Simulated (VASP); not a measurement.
Wanted: the native input for a VASP 6.6.1 run.

- Task: single point
- Functional: r2SCAN
- Potentials or basis: VASP PAW PBE potentials, release 64 (W_sv)
- Cutoff: 520 eV
- k mesh: 11 × 11 × 11
- Occupations: fermi-dirac, width 0.05 eV
- Spin: no spin polarisation
- Dipole correction: no
- Further INCAR settings: ALGO = Normal; EDIFF = 1e-06; NBANDS = 13

W:

```xyz
1
Lattice="0.0000 2.0300 2.0300 2.0300 0.0000 2.0300 2.0300 2.0300 0.0000" Properties=species:S:1:pos:R:3 pbc="T T T"
W     0.0000    0.0000    0.0000
```

These files were run (other wordings do the same):

POSCAR

```
W
1.0
    0.0000000000      2.0300000000      2.0300000000
    2.0300000000      0.0000000000      2.0300000000
    2.0300000000      2.0300000000      0.0000000000
W
1
Direct
    0.0000000000      0.0000000000      0.0000000000
```

INCAR.step1

```
SYSTEM = W
PREC     = Accurate       ! precision mode
ENCUT    = 520            ! plane-wave cutoff, eV
ISMEAR   = -1             ! smearing method
SIGMA    = 0.05           ! smearing width, eV
LREAL    = .False.        ! projectors in reciprocal space
LASPH    = .True.         ! aspherical terms in the spheres
NELM     = 80             ! most SCF steps
NBANDS   = 13             ! bands
GGA      = PE             ! functional
ALGO     = Normal         ! electronic algorithm
EDIFF    = 1E-4           ! SCF threshold, eV
LWAVE    = .True.         ! write WAVECAR
LCHARG   = .False.        ! write CHGCAR
```

INCAR.step2

```
SYSTEM = W
PREC     = Accurate       ! precision mode
ENCUT    = 520            ! plane-wave cutoff, eV
EDIFF    = 1E-6           ! SCF threshold, eV
ISMEAR   = -1             ! smearing method
SIGMA    = 0.05           ! smearing width, eV
LREAL    = .False.        ! projectors in reciprocal space
LASPH    = .True.         ! aspherical terms in the spheres
NELM     = 80             ! most SCF steps
ALGO     = Normal         ! electronic algorithm
ISIF     = 2              ! what is computed and relaxed
LWAVE    = .False.        ! write WAVECAR
LCHARG   = .False.        ! write CHGCAR
METAGGA  = R2SCAN         ! meta-GGA
LMIXTAU  = .True.       
NBANDS   = 13             ! bands
ISTART   = 1
```

KPOINTS

```
Automatic mesh
0
Gamma
  11 11 11
  0 0 0
```

Potentials or basis: VASP PAW PBE potentials, release 64 (W_sv).

Command:

```sh
$ cat potpaw_PBE.64/W_sv/POTCAR > POTCAR
$ cp INCAR.step1 INCAR
$ mpirun -np 1 vasp_std > vasp.out
$ cp INCAR.step2 INCAR
$ mpirun -np 1 vasp_std > vasp.out
```

Results of the run:

| Item | Value |
| --- | --- |
| Pressure | -8.4 GPa |
| Band gap on the k mesh | zero (band 7 reaches 12.60 eV, above the bottom of band 8 at 9.52 eV) |

Caveat: the PAW data sets were made with another functional, which shifts forces and pressure a little; spin-orbit coupling is left out, which moves the levels of the heavy elements.

Wall time 31 s on 1 thread of Intel(R) Xeon(R) Platinum 8259CL CPU @ 2.50GHz (Skylake/Cascade Lake), on a shared host, peak memory 0.15 GiB.
